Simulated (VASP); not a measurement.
# BP (I-4m2) in VASP: notebook

The runs below take BP through single point, with PBEsol.

Everything below comes from runs of VASP 6.6.1. Logs are shortened: lines on timing, memory, paths and dates and some standing lists are left out, and cuts for length are marked.

## Step 1: The cell of the first run

The structure is tetragonal, space group I-4m2 (No. 119). Conventional cell: a = 3.209 Å, b = 3.209 Å, c = 4.447 Å, α = 90.00°, β = 90.00°, γ = 90.00°. Within 2.6 Å of B (site symmetry -4m2) lie 4 P at 1.95 Å. P (site symmetry -4m2) has 4 B at 1.95 Å within 2.6 Å.

## Step 2: Single point, PBEsol (strain -0.0200 x Voigt [0, 1, 0, 0, 0, 0])

File INCAR:

```
PREC     = Accurate       # precision mode
ENCUT    = 520            # plane-wave cutoff, eV
EDIFF    = 1E-7           # SCF threshold, eV
ISMEAR   = 0              # smearing method
SIGMA    = 0.05           # smearing width, eV
LREAL    = False          # projectors in reciprocal space
LASPH    = True           # aspherical terms in the spheres
NELM     = 100            # most SCF steps
ALGO     = Normal         # electronic algorithm
ISIF     = 2              # what is computed and relaxed
LWAVE    = False          # write WAVECAR
LCHARG   = False          # write CHGCAR
GGA      = PS             # functional
NBANDS   = 11             # bands
```

File KPOINTS:

```
Automatic mesh
0
Gamma
  10 10 10
```

File POSCAR:

```
BP
1.0
    0.0000000000      2.2236200000      2.2690000000
    2.2690000000      0.0000000000      2.2690000000
    2.2690000000      2.2236200000      0.0000000000
B P
1 1
Direct
    0.0000000000      0.0000000000      0.0000000000
    0.7500000000      0.7500000000      0.7500000000
```

Potentials or basis: VASP PAW PBE potentials, release 64 (B, P).

Started as:

```sh
$ cat potpaw_PBE.64/B/POTCAR potpaw_PBE.64/P/POTCAR > POTCAR
$ mpirun -np 1 vasp_std > vasp.out
```

OUTCAR:

```text
PREC = Accurate
   ENCUT = 520
   EDIFF = 1E-7
   ISMEAR = 0
   LREAL = False
   LASPH = True
   NELM = 100
   ISIF = 2
   GGA = PS

 ion  position               nearest neighbor table
   1  0.000  0.000  0.000-   2 1.95   2 1.95   2 1.95   2 1.95
   2  0.750  0.750  0.750-   1 1.95   1 1.95   1 1.95   1 1.95

  LATTYP: Found a body centered tetragonal cell.
 ALAT       =     3.2088505730
 C/A-ratio  =     1.3859292911

  Lattice vectors:

 A1 = (   0.0000000000,  -2.2236200000,   2.2690000000)
 A2 = (   0.0000000000,  -2.2236200000,  -2.2690000000)
 A3 = (   2.2690000000,   2.2236200000,   0.0000000000)

Analysis of symmetry for initial positions (statically):
=====================================================================
 Subroutine PRICEL returns:
 Original cell was already a primitive cell.

 Routine SETGRP: Setting up the symmetry group for a
 body centered tetragonal supercell.

 Subroutine GETGRP returns: Found  8 space group operations
 (whereof  8 operations were pure point group operations)
 out of a pool of 16 trial point group operations.

The static configuration has the point symmetry D_2d.

Analysis of symmetry for dynamics (positions and initial velocities):
=====================================================================
 Subroutine PRICEL returns:
 Original cell was already a primitive cell.

 Routine SETGRP: Setting up the symmetry group for a
 body centered tetragonal supercell.

 Subroutine GETGRP returns: Found  8 space group operations
 (whereof  8 operations were pure point group operations)
 out of a pool of 16 trial point group operations.

The dynamic configuration has the point symmetry D_2d.

 Subroutine INISYM returns: Found  8 space group operations
 (whereof  8 operations are pure point group operations),
 and found     1 'primitive' translations

----------------------------------------------------------------------------------------

                                     Primitive cell

  volume of cell :      22.8960

  direct lattice vectors                    reciprocal lattice vectors
     0.000000000  2.223620000  2.269000000    -0.220361393  0.224858564  0.220361393
     2.269000000  0.000000000  2.269000000     0.220361393 -0.224858564  0.220361393
     2.269000000  2.223620000  0.000000000     0.220361393  0.224858564 -0.220361393

  length of vectors
     3.176924126  3.208850573  3.176924126     0.384291114  0.384291114  0.384291114

  position of ions in fractional coordinates (direct lattice)
     0.000000000  0.000000000  0.000000000
     0.750000000  0.750000000  0.750000000

  ion indices of the primitive-cell ions
[... 80 lines left out ...]
   NFREE  =      0    steps in history (QN), initial steepest desc. (CG)
   ISIF   =      2    stress and relaxation
   ISYM   =      2    0-nonsym 1-usesym 2-fastsym
   POTIM  = 0.5000    time-step for ionic-motion
   TEBEG  =    0.0;   TEEND  =   0.0 temperature during run
   PSTRESS=    0.0 pullay stress
   NELECT =       8.0000    total number of electrons
   NUPDOWN=      -1.0000    fix difference up-down
   EMIN   =  10.00;   EMAX   =-10.00  energy-range for DOS
   EFERMI =   0.00;   METHOD = LEGACY
   ISMEAR =     0;   SIGMA  =   0.05  broadening in eV -4-tet -1-fermi 0-gaus
   EFERMI_NEDOS =   21; number of points for ismear=-14 and -15
   IALGO  =     38    algorithm
   IMIX   =      4    mixing-type and parameters
     AMIX     =   0.40;   BMIX     =  1.00
     AMIX_MAG =   1.60;   BMIX_MAG =  1.00
  volume/ion in A,a.u.               =      11.45        77.25
  Fermi-wavevector in a.u.,A,eV,Ry     =   1.153059  2.178966 18.089568  1.329546
  Thomas-Fermi vector in A             =   2.289706
   LORBIT       =      0    0 simple, 1 ext, 2 COOP (PROOUT), +10 PAW based schemes
   GGA     = PS    functional components
   LHFCALC =     F    Hartree Fock is set to
   AEXX    =    0.0000 exact exchange contribution
   IVDW    =     0    specifies the selected vdW correction
   LEPSILON=     F    determine dielectric tensor
   LRPA    =     F    only Hartree local field effects (RPA)
 non-spin polarized calculation
 Gauss-broadening in eV      SIGMA  =   0.05
  energy-cutoff  :      520.00
  volume of cell :       22.90
 maximum number of plane-waves:       628
   NGX = 11   NGY = 11   NGZ = 11

 number of electron       8.0000001 magnetization

 Free energy of the ion-electron system (eV)
  ---------------------------------------------------
  ext. energy  EPLUGINS =         0.00000000
  ---------------------------------------------------
  free energy    TOTEN  =       -13.66744263 eV

  energy without entropy =      -13.66744263  energy(sigma->0) =      -13.66744263

 E-fermi :   8.0402     XC(G=0): -11.1315

 val. band max:        7.7767070594   @ k =   0.0000   0.0000   0.0000
 cond. band min:       8.5762479814   @ k =   0.4000   0.0000   0.4000
 fundamental gap:      0.7995409219
 Fermi energy:         8.0402095139

 k-point     1 :       0.0000    0.0000    0.0000
  band No.  band energies     occupation
      1      -8.0332      2.00000
      2       7.5819      2.00000
      3       7.5819      2.00000
      4       7.7767      2.00000
      5      10.9613      0.00000
      6      11.0739      0.00000
      7      11.0739      0.00000
      8      15.2912      0.00000
      9      19.0300      0.00000
     10      19.5562      0.00000
     11      20.0862      0.00000
[... 309 lines left out ...]
 k-point    24 :       0.4000    0.3000   -0.0000
  band No.  band energies     occupation
      1      -5.0648      2.00000
      2       1.3843      2.00000
      3       3.5090      2.00000
      4       4.1080      2.00000
      5       9.4301      0.00000
      6      11.2030      0.00000
      7      16.9759      0.00000
      8      17.4981      0.00000
      9      21.6912      0.00000
     10      23.0921      0.00000
     11      24.7743      0.00000

 [... further k-points ...]
[... 5 lines left out ...]
  --------------------------------------------------------------------------------------
  -------------------------------------------------------------------------------------
  Total       -0.0298846      0.7192393     -0.0298846      0.0000000      0.0000000      0.0000000
  in kB       -2.0912165     50.3297108     -2.0912165      0.0000000      0.0000000      0.0000000
  external PRESSURE =      15.3824259 kB  Pullay stress =       0.0000000 kB

 VOLUME and BASIS-vectors are now :
 -----------------------------------------------------------------------------
  energy-cutoff  :      520.00
  volume of cell :       22.90
      direct lattice vectors                 reciprocal lattice vectors
     0.000000000  2.223620000  2.269000000    -0.220361393  0.224858564  0.220361393
     2.269000000  0.000000000  2.269000000     0.220361393 -0.224858564  0.220361393
     2.269000000  2.223620000  0.000000000     0.220361393  0.224858564 -0.220361393

 POSITION                                       TOTAL-FORCE (eV/Angst)
 -----------------------------------------------------------------------------------
      0.00000      0.00000      0.00000         0.000000      0.000000      0.000000
      3.40350      3.33543      3.40350        -0.000000     -0.000000     -0.000000
 -----------------------------------------------------------------------------------
    total drift:                               -0.000000      0.000000     -0.000000

  FREE ENERGIE OF THE ION-ELECTRON SYSTEM (eV)
  ---------------------------------------------------
  free  energy   TOTEN  =       -13.6674426284 eV

  energy  without entropy=      -13.6674426284  energy(sigma->0) =      -13.66744263
```

OSZICAR:

```text
N       E                     dE             d eps       ncg     rms          rms(c)
DAV:   1     0.953665219151E+01    0.95367E+01   -0.40274E+03  2244   0.660E+02
DAV:   2    -0.137557674978E+02   -0.23292E+02   -0.22096E+02  3111   0.112E+02
DAV:   3    -0.144160635762E+02   -0.66030E+00   -0.65869E+00  2824   0.163E+01
DAV:   4    -0.144183852826E+02   -0.23217E-02   -0.23215E-02  2622   0.114E+00
DAV:   5    -0.144183965371E+02   -0.11255E-04   -0.11254E-04  2764   0.788E-02    0.723E+00
DAV:   6    -0.137820465691E+02    0.63635E+00   -0.13485E+00  2559   0.499E+00    0.386E+00
DAV:   7    -0.136767971053E+02    0.10525E+00   -0.25673E-01  2800   0.249E+00    0.125E+00
DAV:   8    -0.136672444232E+02    0.95527E-02   -0.26106E-02  2623   0.913E-01    0.172E-01
DAV:   9    -0.136673812619E+02   -0.13684E-03   -0.69491E-04  2607   0.182E-01    0.106E-01
DAV:  10    -0.136674385327E+02   -0.57271E-04   -0.10590E-04  2508   0.629E-02    0.215E-02
DAV:  11    -0.136674423387E+02   -0.38060E-05   -0.57459E-06  2839   0.143E-02    0.266E-02
DAV:  12    -0.136674426615E+02   -0.32287E-06   -0.20351E-06  2578   0.643E-03    0.108E-02
DAV:  13    -0.136674426284E+02    0.33133E-07   -0.51311E-08  1521   0.160E-03
   1 F= -.13667443E+02 E0= -.13667443E+02  d E =-.244654E-16
```

Wall time 16 s (1 thread of Intel Xeon Platinum 8259CL at 2.50GHz (Skylake/Cascade Lake), shared host); peak memory 0.14 GiB.

Results:

| Item | Value |
| --- | --- |
| Free energy | -13.6674 eV |
| Pressure | 1.5 GPa |
| Band gap on the k mesh | 0.80 eV, indirect (least direct gap 3.18 eV) |

Stress tensor (GPa, compression positive):
```
-0.21  0.00  0.00
 0.00  5.03  0.00
 0.00  0.00 -0.21
```

Levels at points of the mesh, in eV from the valence-band top:
```tsv
k point	band 2	band 3	band 4	band 5	band 6	band 7
(0.00, 0.00, 0.00)	-0.19	-0.19	0.00	3.18	3.30	3.30
(0.50, 0.00, 0.00)	-9.37	-2.05	-1.79	3.67	4.43	4.70
(0.50, 0.50, 0.00)	-8.90	-4.30	-4.26	1.13	1.47	11.93
(0.50, 0.00, 0.50)	-8.71	-4.49	-4.49	0.91	1.18	12.14
```

Caveat: the cell differs from its parent crystal (strain -0.0200 x Voigt [0, 1, 0, 0, 0, 0]); the PAW data sets were made with another functional, which shifts forces and pressure a little.

[end of part 1 of 2]
